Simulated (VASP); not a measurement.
# Ga4As3P (P-43m) in VASP: a series of runs, part 2 of 2

VASP 6.6.1. The steps go on from the part before.

## 3. Single point, PBE

This run uses another cell than the first one, of 22.86 Å³/atom, 1.103 times its volume.

INCAR reads:

```
  ALGO = Normal
  EDIFF = 1E-6
  ENCUT = 520
  GGA = PE
  ISIF = 2
  ISMEAR = 0
  LASPH = True
  LCHARG = False
  LREAL = False
  LWAVE = False
  NBANDS = 46
  NELM = 80
  PREC = Accurate
  SIGMA = 0.1
```

KPOINTS reads:

```
k-points
0
Gamma
  4 4 4
```

POSCAR reads:

```
Ga4As3P
1.0
    5.6758742402      0.0000000000      0.0000000000
    0.0000000000      5.6758742402      0.0000000000
    0.0000000000      0.0000000000      5.6758742402
Ga P As
4 1 3
Direct
    0.7454672584      0.7454672584      0.7454672584
    0.7454672584      0.2545327416      0.2545327416
    0.2545327416      0.7454672584      0.2545327416
    0.2545327416      0.2545327416      0.7454672584
    0.5000000000      0.5000000000      0.5000000000
    0.0000000000      0.0000000000      0.5000000000
    0.0000000000      0.5000000000      0.0000000000
    0.5000000000      0.0000000000      0.0000000000
```

Potentials or basis: VASP PAW PBE potentials, release 64 (Ga_d, P, As).

On the command line:

```
cat potpaw_PBE.64/Ga_d/POTCAR potpaw_PBE.64/P/POTCAR potpaw_PBE.64/As/POTCAR > POTCAR
mpirun -np 1 vasp_std > vasp.out
```

OUTCAR:

```text
EDIFF = 1E-6
   ENCUT = 520
   GGA = PE
   ISIF = 2
   ISMEAR = 0
   LASPH = True
   LREAL = False
   NELM = 80
   PREC = Accurate

 ion  position               nearest neighbor table
   1  0.745  0.745  0.745-   5 2.41   6 2.47   7 2.47   8 2.47
   2  0.745  0.255  0.255-   5 2.41   6 2.47   7 2.47   8 2.47
   3  0.255  0.745  0.255-   5 2.41   6 2.47   7 2.47   8 2.47
   4  0.255  0.255  0.745-   5 2.41   6 2.47   7 2.47   8 2.47
   5  0.500  0.500  0.500-   1 2.41   2 2.41   3 2.41   4 2.41
   6  0.000  0.000  0.500-   1 2.47   2 2.47   3 2.47   4 2.47
   7  0.000  0.500  0.000-   1 2.47   2 2.47   3 2.47   4 2.47
   8  0.500  0.000  0.000-   1 2.47   2 2.47   3 2.47   4 2.47

  LATTYP: Found a simple cubic cell.
 ALAT       =     5.6758742402

  Lattice vectors:

 A1 = (   5.6758742402,   0.0000000000,   0.0000000000)
 A2 = (   0.0000000000,   5.6758742402,   0.0000000000)
 A3 = (   0.0000000000,   0.0000000000,   5.6758742402)

Analysis of symmetry for initial positions (statically):
=====================================================================
 Subroutine PRICEL returns:
 Original cell was already a primitive cell.

 Routine SETGRP: Setting up the symmetry group for a
 simple cubic supercell.

 Subroutine GETGRP returns: Found 24 space group operations
 (whereof 24 operations were pure point group operations)
 out of a pool of 48 trial point group operations.

The static configuration has the point symmetry T_d .

Analysis of symmetry for dynamics (positions and initial velocities):
=====================================================================
 Subroutine PRICEL returns:
 Original cell was already a primitive cell.

 Routine SETGRP: Setting up the symmetry group for a
 simple cubic supercell.

 Subroutine GETGRP returns: Found 24 space group operations
 (whereof 24 operations were pure point group operations)
 out of a pool of 48 trial point group operations.

The dynamic configuration has the point symmetry T_d .

 Subroutine INISYM returns: Found 24 space group operations
 (whereof 24 operations are pure point group operations),
 and found     1 'primitive' translations

----------------------------------------------------------------------------------------

                                     Primitive cell

  volume of cell :     182.8514

  direct lattice vectors                    reciprocal lattice vectors
     5.675874240  0.000000000  0.000000000     0.176184312  0.000000000  0.000000000
     0.000000000  5.675874240  0.000000000     0.000000000  0.176184312  0.000000000
     0.000000000  0.000000000  5.675874240     0.000000000  0.000000000  0.176184312

  length of vectors
     5.675874240  5.675874240  5.675874240     0.176184312  0.176184312  0.176184312

  position of ions in fractional coordinates (direct lattice)
     0.745467258  0.745467258  0.745467258
     0.745467258  0.254532742  0.254532742
     0.254532742  0.745467258  0.254532742
     0.254532742  0.254532742  0.745467258
     0.500000000  0.500000000  0.500000000
     0.000000000  0.000000000  0.500000000
     0.000000000  0.500000000  0.000000000
[... 42 lines left out ...]
  0.250000  0.000000  0.000000      6.000000
  0.500000  0.000000  0.000000      3.000000
  0.250000  0.250000  0.000000     12.000000
  0.500000  0.250000  0.000000     12.000000
  0.500000  0.500000  0.000000      3.000000
  0.250000  0.250000  0.250000      8.000000
  0.500000  0.250000  0.250000     12.000000
  0.500000  0.500000  0.250000      6.000000
  0.500000  0.500000  0.500000      1.000000
   k-points           NKPTS =     10   k-points in BZ     NKDIM =     10   number of bands    NBANDS=     46
   number of dos      NEDOS =    301   number of ions     NIONS =      8
   total plane-waves  NPLWV =  74088
   dimension x,y,z NGX =    42 NGY =   42 NGZ =   42
   dimension x,y,z NGXF=    84 NGYF=   84 NGZF=   84
   ions per type =               4   1   3
   NGX,Y,Z   is equivalent  to a cutoff of  12.30, 12.30, 12.30 a.u.
   NGXF,Y,Z  is equivalent  to a cutoff of  24.60, 24.60, 24.60 a.u.
 SYSTEM =  unknown system
   PREC   = accura    normal or accurate (medium, high low for compatibility)
   ISTART =      0    job   : 0-new  1-cont  2-samecut
   ICHARG =      2    charge: 1-file 2-atom 10-const
   ISPIN  =      1    spin polarized calculation?
   LNONCOLLINEAR =      F non collinear calculations
   LSORBIT =      F    spin-orbit coupling
   LASPH  =      T    aspherical Exc in radial PAW
   ENCUT  =  520.0 eV  38.22 Ry    6.18 a.u.  10.55 10.55 10.55*2*pi/ulx,y,z
   NELM   =     80;   NELMIN=  2; NELMDL= -5     # of ELM steps
   EDIFF  = 0.1E-05   stopping-criterion for ELM
   LREAL  =      F    real-space projection
   EDIFFG = 0.1E-04   stopping-criterion for IOM
   NSW    =      0    number of steps for IOM
   IBRION =     -1    ionic relax: 0-MD 1-quasi-New 2-CG
   NFREE  =      0    steps in history (QN), initial steepest desc. (CG)
   ISIF   =      2    stress and relaxation
   ISYM   =      2    0-nonsym 1-usesym 2-fastsym
   POTIM  = 0.5000    time-step for ionic-motion
   TEBEG  =    0.0;   TEEND  =   0.0 temperature during run
   PSTRESS=    0.0 pullay stress
   NELECT =      72.0000    total number of electrons
   NUPDOWN=      -1.0000    fix difference up-down
   EMIN   =  10.00;   EMAX   =-10.00  energy-range for DOS
   EFERMI =   0.00;   METHOD = LEGACY
   ISMEAR =     0;   SIGMA  =   0.10  broadening in eV -4-tet -1-fermi 0-gaus
   EFERMI_NEDOS =   21; number of points for ismear=-14 and -15
   IALGO  =     38    algorithm
   IMIX   =      4    mixing-type and parameters
     AMIX     =   0.40;   BMIX     =  1.00
     AMIX_MAG =   1.60;   BMIX_MAG =  1.00
  volume/ion in A,a.u.               =      22.86       154.24
  Fermi-wavevector in a.u.,A,eV,Ry     =   1.199922  2.267523 19.589832  1.439812
  Thomas-Fermi vector in A             =   2.335771
   LORBIT       =      0    0 simple, 1 ext, 2 COOP (PROOUT), +10 PAW based schemes
   GGA     = PE    functional components
   LHFCALC =     F    Hartree Fock is set to
   AEXX    =    0.0000 exact exchange contribution
   IVDW    =     0    specifies the selected vdW correction
   LEPSILON=     F    determine dielectric tensor
   LRPA    =     F    only Hartree local field effects (RPA)
 non-spin polarized calculation
 Gauss-broadening in eV      SIGMA  =   0.10
  energy-cutoff  :      520.00
  volume of cell :      182.85
 maximum number of plane-waves:      4956
   NGX = 21   NGY = 21   NGZ = 21

 number of electron      71.9999919 magnetization

 Free energy of the ion-electron system (eV)
  ---------------------------------------------------
  ext. energy  EPLUGINS =         0.00000000
  ---------------------------------------------------
  free energy    TOTEN  =       -33.87825698 eV

  energy without entropy =      -33.87825327  energy(sigma->0) =      -33.87825513

 E-fermi :   4.0206     XC(G=0):  -9.4744

 val. band max:        3.7516847394   @ k =   0.0000   0.0000   0.0000
 cond. band min:       4.2695483087   @ k =   0.0000   0.0000   0.0000
 fundamental gap:      0.5178635693
 Fermi energy:         4.0205648564

 k-point     1 :       0.0000    0.0000    0.0000
  band No.  band energies     occupation
      1     -11.0507      2.00000
      2     -11.0507      2.00000
      3     -11.0399      2.00000
      4     -10.9494      2.00000
      5     -10.9494      2.00000
      6     -10.9494      2.00000
[... 479 lines left out ...]
     45       8.3914      0.00000
     46       8.5367      0.00000

------------------------ aborting loop because EDIFF is reached ----------------------------------------

  FORCE on cell =-STRESS in cart. coord.  units (eV):
  Direction    XX          YY          ZZ          XY          YZ          ZX
  --------------------------------------------------------------------------------------
  -------------------------------------------------------------------------------------
  Total        0.4389851      0.4389851      0.4389851     -0.0000000      0.0000000     -0.0000000
  in kB        3.8464674      3.8464674      3.8464674     -0.0000000      0.0000000     -0.0000000
  external PRESSURE =       3.8464674 kB  Pullay stress =       0.0000000 kB

 VOLUME and BASIS-vectors are now :
 -----------------------------------------------------------------------------
  energy-cutoff  :      520.00
  volume of cell :      182.85
      direct lattice vectors                 reciprocal lattice vectors
     5.675874240  0.000000000  0.000000000     0.176184312  0.000000000  0.000000000
     0.000000000  5.675874240  0.000000000     0.000000000  0.176184312  0.000000000
     0.000000000  0.000000000  5.675874240     0.000000000  0.000000000  0.176184312

 POSITION                                       TOTAL-FORCE (eV/Angst)
 -----------------------------------------------------------------------------------
      4.23118      4.23118      4.23118        -0.013583     -0.013583     -0.013583
      4.23118      1.44470      1.44470        -0.013583      0.013583      0.013583
      1.44470      4.23118      1.44470         0.013583     -0.013583      0.013583
      1.44470      1.44470      4.23118         0.013583      0.013583     -0.013583
      2.83794      2.83794      2.83794        -0.000000      0.000000     -0.000000
      0.00000      0.00000      2.83794        -0.000000      0.000000     -0.000000
      0.00000      2.83794      0.00000        -0.000000      0.000000     -0.000000
      2.83794      0.00000      0.00000        -0.000000      0.000000     -0.000000
 -----------------------------------------------------------------------------------
    total drift:                                0.000000      0.000000      0.000000

  FREE ENERGIE OF THE ION-ELECTRON SYSTEM (eV)
  ---------------------------------------------------
  free  energy   TOTEN  =       -33.8782569798 eV

  energy  without entropy=      -33.8782532727  energy(sigma->0) =      -33.87825513
```

It took 2.4 min on 1 thread of Intel Xeon Platinum 8124M at 3.00GHz (Skylake/Cascade Lake), shared host; peak memory 0.29 GiB.

Results:

| Quantity | Value |
| --- | --- |
| Free energy | -33.8783 eV |
| Pressure | 0.4 GPa |
| Largest force | 0.024 eV/Å |
| Band gap on the k mesh | 0.52 eV, direct |

Forces in eV/Å, atoms in the order of the input:
```
Ga  -0.014 -0.014 -0.014
Ga  -0.014  0.014  0.014
Ga   0.014 -0.014  0.014
Ga   0.014  0.014 -0.014
P    0.000  0.000  0.000
As   0.000  0.000  0.000
As   0.000  0.000  0.000
As   0.000  0.000  0.000
```

Levels at points of the mesh, in eV from the valence-band top:
| k point | band 33 | band 34 | band 35 | band 36 | band 37 | band 38 | band 39 | band 40 |
| --- | --- | --- | --- | --- | --- | --- | --- | --- |
| (0.00, 0.00, 0.00) | -2.50 | 0.00 | 0.00 | 0.00 | 0.52 | 1.44 | 1.44 | 1.69 |
| (0.50, 0.00, 0.00) | -1.73 | -1.73 | -1.48 | -1.48 | 1.93 | 2.13 | 3.23 | 3.25 |
| (0.50, 0.50, 0.00) | -1.30 | -1.30 | -1.10 | -0.96 | 2.53 | 2.70 | 2.85 | 2.85 |
| (0.50, 0.50, 0.50) | -1.00 | -1.00 | -0.89 | -0.89 | 1.02 | 1.02 | 1.02 | 1.06 |

## 4. Single point, PBE

This run uses another cell than the first one, of 22.94 Å³/atom, 1.107 times its volume.

INCAR reads:

```
PREC = Accurate ; ENCUT = 520
EDIFF = 1E-6 ; ISMEAR = 0
SIGMA = 0.02 ; LREAL = False
LASPH = True ; NELM = 80
ALGO = Normal ; ISIF = 2
LWAVE = False ; LCHARG = True
GGA = PE ; LELF = True
LVHAR = True ; NBANDS = 46
```

KPOINTS reads:

```
Automatic mesh
0
Gamma
  6 6 6
```

POSCAR reads:

```
Ga4As3P
1.0
    5.6829104563      0.0000000000      0.0000000000
    0.0000000000      5.6829104563      0.0000000000
    0.0000000000      0.0000000000      5.6829104563
Ga P As
4 1 3
Direct
    0.7453153016      0.7453153016      0.7453153016
    0.7453153016      0.2546846984      0.2546846984
    0.2546846984      0.7453153016      0.2546846984
    0.2546846984      0.2546846984      0.7453153016
    0.5000000000      0.5000000000      0.5000000000
    0.0000000000      0.0000000000      0.5000000000
    0.0000000000      0.5000000000      0.0000000000
    0.5000000000      0.0000000000      0.0000000000
```

On the command line:

```
cat potpaw_PBE.64/Ga_d/POTCAR potpaw_PBE.64/P/POTCAR potpaw_PBE.64/As/POTCAR > POTCAR
mpirun -np 1 vasp_std > vasp.out
```

Run time: 4.3 min. Hardware: 1 thread of Intel Xeon Platinum 8124M at 3.00GHz (Skylake/Cascade Lake), shared host; peak memory 0.34 GiB.

The run converged. Its results:

```
Free energy            : -33.9005 eV
Pressure               : 0.2 GPa
Largest force          : 0.006 eV/Å
Band gap on the k mesh : 0.49 eV, direct
```

Forces on the atoms (eV/Å):
```
Ga  -0.003 -0.003 -0.003
Ga  -0.003  0.003  0.003
Ga   0.003 -0.003  0.003
Ga   0.003  0.003 -0.003
P    0.000  0.000  0.000
As   0.000  0.000  0.000
As   0.000  0.000  0.000
As   0.000  0.000  0.000
```

Levels at points of the mesh, in eV from the valence-band top:
```
           k point  band 34  band 35  band 36  band 37  band 38  band 39
(0.00, 0.00, 0.00)     0.00     0.00     0.00     0.49     1.45     1.45
(0.50, 0.00, 0.00)    -1.73    -1.47    -1.47     1.93     2.14     3.21
(0.50, 0.50, 0.00)    -1.30    -1.09    -0.94     2.52     2.69     2.85
(0.50, 0.50, 0.50)    -0.99    -0.88    -0.88     1.01     1.01     1.01
```

## 5. Single point, PBE

This run uses another cell than the first one, of 22.94 Å³/atom, 1.107 times its volume.

INCAR reads:

```
SYSTEM = Ga4As3P
ALGO = Normal ; EDIFF = 1E-7
ENCUT = 520 ; GGA = PE
ISIF = 2 ; ISMEAR = 0
LASPH = .True. ; LCHARG = .True.
LELF = .True. ; LREAL = .False.
LVHAR = .True. ; LWAVE = .False.
NBANDS = 46 ; NELM = 100
PREC = Accurate ; SIGMA = 0.02
```

KPOINTS reads:

```
k-points
0
Gamma
  6 6 6
  0 0 0
```

POSCAR is that of step 4.

On the command line:

```
cat potpaw_PBE.64/Ga_d/POTCAR potpaw_PBE.64/P/POTCAR potpaw_PBE.64/As/POTCAR > POTCAR
mpirun -np 1 vasp_std > vasp.out
```

It took 4.3 min on 1 thread of Intel Xeon Platinum 8124M at 3.00GHz (Skylake/Cascade Lake), shared host; peak memory 0.34 GiB.

It converged, with:

```yaml
Free_energy: -33.9005 eV
Pressure: 0.2 GPa
Largest_force: 0.005 eV/Å
Band_gap_on_the_k_mesh: 0.49 eV, direct
```

Forces on the atoms (eV/Å):
```
Ga  -0.003 -0.003 -0.003
Ga  -0.003  0.003  0.003
Ga   0.003 -0.003  0.003
Ga   0.003  0.003 -0.003
P    0.000  0.000  0.000
As   0.000  0.000  0.000
As   0.000  0.000  0.000
As   0.000  0.000  0.000
```

Levels at points of the mesh, in eV from the valence-band top:
```tsv
k point	band 33	band 34	band 35	band 36	band 37	band 38	band 39	band 40
(0.00, 0.00, 0.00)	-2.48	0.00	0.00	0.00	0.49	1.45	1.45	1.69
(0.50, 0.00, 0.00)	-1.73	-1.73	-1.47	-1.47	1.93	2.14	3.21	3.24
(0.50, 0.50, 0.00)	-1.30	-1.30	-1.09	-0.94	2.52	2.69	2.84	2.84
(0.50, 0.50, 0.50)	-0.99	-0.99	-0.88	-0.88	1.01	1.01	1.01	1.05
```

## 6. The runs side by side

| cell | k mesh | smearing | gap on the mesh (eV) | pressure (GPa) | largest force (eV/Å) |
| --- | --- | --- | --- | --- | --- |
| a = 5.494 Å, 8 atoms | 4 × 4 × 4 | gaussian 0.1 eV | 1.30 | 8.6 | - |
| a = 5.676 Å, 8 atoms | 4 × 4 × 4 | gaussian 0.1 eV | 0.52 | 0.4 | 0.02 |
| a = 5.683 Å, 8 atoms | 6 × 6 × 6 | gaussian 0.02 eV | 0.49 | 0.2 | 0.01 |

Alike in all rows: task single point; level PBE; potentials or basis VASP PAW PBE potentials, release 64 (Ga_d, P, As); no spin polarisation; cutoff (eV) 520.

Absolute energies hang on the potentials; compare differences alone.
